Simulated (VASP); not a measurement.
CuAs: single point with LDA

Crystal: CuAs.

```xyz
4
Lattice="3.4598 0.0000 0.0000 -1.7299 2.9962 0.0000 0.0000 0.0000 5.3342" Properties=species:S:1:pos:R:3 pbc="T T T"
Cu    0.0000    0.0000    2.6671
Cu    0.0000    0.0000    0.0000
As    1.7299    0.9987    4.0007
As    0.0000    1.9975    1.3336
```

This cell differs from its parent crystal: volume 13.824 Å^3 an atom, c/a of the conventional cell 1.5418.

- Program: VASP 6.6.1
- Task: single point
- Functional: LDA
- Potentials or basis: VASP PAW LDA potentials, release 64 (Cu, As)
- Cutoff: 520 eV
- k mesh: 15 × 15 × 10
- Occupations: gaussian, width 0.15 eV
- Spin: no spin polarisation
- Dipole correction: no
- Further INCAR settings: ALGO = Normal; EDIFF = 1e-06; NBANDS = 24

The pressure is 14.9 GPa. The band gap on the k mesh is zero (band 16 reaches 10.39 eV, above the bottom of band 17 at 7.38 eV).

Stress tensor (GPa, compression positive):
```
19.75  0.00  0.00
 0.00 19.75  0.00
 0.00  0.00  5.08
```

Levels at points of the mesh, in eV from the Fermi level:
```csv
k point,band 13,band 14,band 15,band 16,band 17,band 18,band 19,band 20
"(0.00, 0.00, 0.00)",-2.58,0.68,0.68,1.99,2.34,2.34,4.24,6.08
"(0.00, 0.00, 0.50)",-1.95,-1.95,1.75,1.75,1.75,1.75,5.73,5.73
```

Run time: 5.6 min on 1 thread of Intel(R) Xeon(R) Platinum 8175M CPU @ 2.50GHz (Skylake/Cascade Lake), with other jobs on the host, peak memory 0.3 GiB.
